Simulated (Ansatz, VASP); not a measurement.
One calculation of Si, two programs

```
Si
1.0
     3.84172    0.00000    0.00000
     0.00000    3.84172    0.00000
     0.00000    0.00000   28.58252
Si
11
Direct
  0.00000 0.50000 0.26240
  0.00000 0.00000 0.30992
  0.50000 0.00000 0.35744
  0.50000 0.50000 0.40496
  0.00000 0.50000 0.45248
  0.00000 0.00000 0.50000
  0.50000 0.00000 0.54752
  0.50000 0.50000 0.59504
  0.00000 0.50000 0.64256
  0.00000 0.00000 0.69008
  0.50000 0.00000 0.73760
```

Alike in both runs: task single point; functional PBEsol; k mesh 9 × 9 × 1; occupations gaussian, width 0.05 eV; no spin polarisation.

|  | VASP | Ansatz |
| --- | --- | --- |
| version | VASP 6.6.1 | Ansatz 0.2.0 |
| potentials or method | VASP PAW PBE potentials, release 64 (Si), cutoff 520 eV | scalar-relativistic, plane waves, PAW |
| valence electrons in the cell | 44 | 44 |

|  | VASP | Ansatz | Ansatz less VASP |
| --- | --- | --- | --- |
| gap on the k mesh at the Fermi level (eV) | none | none | - |
| rms of the force components (eV/Å) | 0.030 | 0.031 | +0.0019 |

VASP's potentials were made for PBE, not for PBEsol. Atom by atom the forces differ by 0.003 eV/Å (rms over components). A gap of «none» marks a metal or a gap that the smearing closes. Ansatz's warnings: xc potential rough in thin density.
